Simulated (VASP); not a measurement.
Set up this calculation in VASP 6.6.1, as the native input.

* Task: single point
* Functional: PBE
* Potentials or basis: VASP PAW PBE potentials, release 64 (Co)
* Cutoff: 520 eV
* k mesh: 19 × 19 × 19
* Occupations: fermi-dirac, width 0.05 eV
* Spin: collinear spin, ferromagnetic start
* Starting moments: [-1.724, -1.724] μB
* Dipole correction: no
* Further INCAR settings: ALGO = Normal; EDIFF = 1e-06; NBANDS = 20

The structure of Co lies in POSCAR:

```
Co
1.0
    0.0000000000      2.3414155072      2.3414155072
    2.3414155072      0.0000000000      2.3414155072
    2.3414155072      2.3414155072      0.0000000000
Co
2
Direct
    0.0000000000      0.0000000000      0.0000000000
    0.5000000000      0.5000000000      0.5000000000
```

This isn't the form of Co at room conditions, which is hcp.

The input as run:

INCAR

```
SYSTEM = Co
ALGO     = Normal         ! electronic algorithm
EDIFF    = 1E-6           ! SCF threshold, eV
ENCUT    = 520            ! plane-wave cutoff, eV
GGA      = PE             ! functional
ISIF     = 2              ! what is computed and relaxed
ISMEAR   = -1             ! smearing method
ISPIN    = 2              ! spin polarisation
LASPH    = .True.         ! aspherical terms in the spheres
LCHARG   = .True.         ! write CHGCAR
LELF     = .True.         ! ELF
LMAXMIX  = 4              ! l up to which the mixer works
LORBIT   = 11             ! projections on sites
LREAL    = .False.        ! projectors in reciprocal space
LVHAR    = .True.       
LWAVE    = .False.        ! write WAVECAR
MAGMOM   = -1.724 -1.724  ! initial moments
NBANDS   = 20             ! bands
NELM     = 150            ! most SCF steps
PREC     = Accurate       ! precision mode
SIGMA    = 0.05           ! smearing width, eV
```

KPOINTS

```
k-points
0
Gamma
  19 19 19
  0 0 0
```

Potentials or basis: VASP PAW PBE potentials, release 64 (Co).

The run is started by

```bash
$ cat potpaw_PBE.64/Co/POTCAR > POTCAR
$ mpirun -np 1 vasp_std > vasp.out
```

It gave:

* Pressure: -0.9 GPa
* Net moment: -3.74 μB per cell
* Site moments: Co -1.88 μB
* Valence electrons inside the program's atomic spheres: Co 8.16

Run time: 4.4 min on 1 thread of Oxide Virtual Turin-like Processor, on a shared host, peak memory 0.25 GiB.
